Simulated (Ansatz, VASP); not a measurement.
BN in VASP and in Ansatz

```
CELL_PARAMETERS angstrom
2.50876 0.00000 0.00000
-1.25438 2.12920 0.00000
0.00000 0.00000 26.00000
ATOMIC_POSITIONS crystal
B 0.00000 0.00000 0.50000
N 0.66667 0.33333 0.50000
```

Change from the starting cell: strain along y -0.020, atoms relaxed.

Alike in both runs: task relaxation of the atoms; functional PBE; dispersion D3(BJ); k mesh 12 × 12 × 1; occupations gaussian, width 0.02 eV; no spin polarisation.

|  | VASP | Ansatz |
| --- | --- | --- |
| version | VASP 6.6.1 | Ansatz 0.2.0 |
| potentials or method | VASP PAW PBE potentials, release 64 (B, N), cutoff 520 eV | scalar-relativistic, plane waves, PAW |
| valence electrons in the cell | 8 | 8 |

```csv
,VASP,Ansatz,Ansatz less VASP
"gap on the k mesh at the Fermi level, each at its own relaxed structure (eV)",4.66,4.66,+0.001
```

Ansatz's warnings: stress scf threshold loose.
